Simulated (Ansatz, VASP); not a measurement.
## Br in VASP and in Ansatz

File INCAR:

```
SYSTEM = Br
  PREC = Accurate
  ENCUT = 520
  EDIFF = 1E-6
  ISMEAR = -1
  SIGMA = 0.05
  LREAL = .FALSE.
  LASPH = .TRUE.
  NELM = 60
  ALGO = Normal
  ISIF = 2
  LWAVE = .FALSE.
  LCHARG = .FALSE.
  GGA = PS
  NBANDS = 22
```

Contents of KPOINTS:

```
Automatic mesh
0
G
  5 5 2
  0 0 0
```

The input POSCAR:

```
Br
1.0
    3.3632500000     -2.3225500000      0.0000000000
    3.3632500000      2.3225500000      0.0000000000
    0.0000000000      0.0000000000      8.7023000000
Br
4
Direct
    0.3651000000      0.6349000000      0.3901000000
    0.1349000000      0.8651000000      0.8901000000
    0.6349000000      0.3651000000      0.6099000000
    0.8651000000      0.1349000000      0.1099000000
```

Contents of input.yaml:

```yaml
crystal:
  lattice:
    - [3.36325, -2.32255, 0.0]
    - [3.36325, 2.32255, 0.0]
    - [0.0, 0.0, 8.7023]
  atoms:
    - { symbol: Br, position: [0.3651, 0.6349, 0.3901] }
    - { symbol: Br, position: [0.1349, 0.8651, 0.8901] }
    - { symbol: Br, position: [0.6349, 0.3651, 0.6099] }
    - { symbol: Br, position: [0.8651, 0.1349, 0.1099] }
kpoints:
  mp_grid: { grid: [5, 5, 2] }
  band_path:
    path:
      - [0.0, 0.0, 0.0]
      - [0.3692207505, -0.3692207505, 0.0]
      - [0.0, -0.5, 0.0]
      - [0.0, -0.5, -0.5]
      - [0.3692207505, -0.3692207505, -0.5]
      - [0.0, 0.0, -0.5]
      - [0.0, 0.0, 0.0]
      - [-0.5, -0.5, 0.0]
    npoints: 8
scf:
  occupations: { method: fermi_dirac, width: 0.05 }
hamiltonian:
  xc: pbesol
  pseudopotentials: { kind: all_electron, lapw: { basis_error: 0.002 } }
output:
  forces: true
  stress: true
  eigenvalues: true
```

Alike in both runs: functional PBEsol; k mesh 5 × 5 × 2; occupations fermi-dirac, width 0.05 eV; no spin polarisation.

|  | VASP | Ansatz |
| --- | --- | --- |
| version | VASP 6.6.1 | Ansatz 0.2.0 |
| potentials or method | VASP PAW PBE potentials, release 64 (Br), cutoff 520 eV | all-electron LAPW, scalar-relativistic |
| task | single point | band structure |

```tsv
	VASP	Ansatz	Ansatz less VASP
gap on the k mesh at the Fermi level (eV)	1.84	1.85	+0.007
least direct gap on the mesh (eV)	1.86	1.86	+0.007
pressure (GPa)	0.2	0.1	-0.03
traceless stress, the component that is largest in VASP (GPa)	0.74	0.68	-0.057
rms of the force components (eV/Å)	0.431	0.415	-0.0157
```

VASP's potentials were made for PBE, not for PBEsol. Atom by atom the forces differ by 0.016 eV/Å (rms over components). Ansatz ran all-electron here, and VASP with PAW potentials.
